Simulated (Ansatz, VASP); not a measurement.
Pt3Br: VASP beside Ansatz

The input INCAR:

```
PREC = Accurate
ENCUT = 520
EDIFF = 1E-6
ISMEAR = 0
SIGMA = 0.1
LREAL = False
LASPH = True
NELM = 100
ALGO = Normal
ISIF = 2
LWAVE = False
LCHARG = False
GGA = PE
NBANDS = 26
```

File KPOINTS:

```
Automatic mesh
0
Gamma
  4 4 4
```

POSCAR

```
Pt3Br
1.0
    4.3629426800      0.0000000000      0.0000000000
    0.0000000000      4.3629426800      0.0000000000
    0.0000000000      0.0000000000      4.3629426800
Pt Br
3 1
Direct
    0.5000000000      0.5000000000      0.0000000000
    0.5000000000      0.0000000000      0.5000000000
    0.0000000000      0.5000000000      0.5000000000
    0.0000000000      0.0000000000      0.0000000000
```

Input for Ansatz:

```yaml
crystal:
  lattice:
    - [4.36294268, 0.0, 0.0]
    - [0.0, 4.36294268, 0.0]
    - [0.0, 0.0, 4.36294268]
  atoms:
    - { symbol: Pt, position: [0.5, 0.5, 0.0] }
    - { symbol: Pt, position: [0.5, 0.0, 0.5] }
    - { symbol: Pt, position: [0.0, 0.5, 0.5] }
    - { symbol: Br, position: [0.0, 0.0, 0.0] }
basis:
  ecutwfc: 420
kpoints:
  mp_grid: { grid: [4, 4, 4] }
hamiltonian:
  xc: pbe
scf:
  occupations: { method: gaussian, width: 0.1 }
  lower_state_search: "off"
output:
  forces: true
  stress: true
  eigenvalues: true
```

Change from the starting cell: species swapped into the MnCo3 type (Pm-3m, No. 221).

Alike in both runs: task single point; functional PBE; k mesh 4 × 4 × 4; occupations gaussian, width 0.1 eV; no spin polarisation.

```csv
,VASP,Ansatz
version,VASP 6.6.1,Ansatz 0.2.0
potentials or method,"VASP PAW PBE potentials, release 64 (Pt, Br), cutoff 520 eV","scalar-relativistic, plane waves, PAW"
valence electrons in the cell,37,61
```

```tsv
	VASP	Ansatz	Ansatz less VASP
gap on the k mesh at the Fermi level (eV)	none	none	-
pressure (GPa)	-17.4	-17.3	+0.10
```

A gap of «none» marks a metal or a gap that the smearing closes. VASP's potentials hold 37 valence electrons a cell and Ansatz's 61, so a difference there can come from the potentials and not from the codes.

The k mesh is coarse, so the values compare programs but aren't converged. Spin-orbit coupling is off throughout.
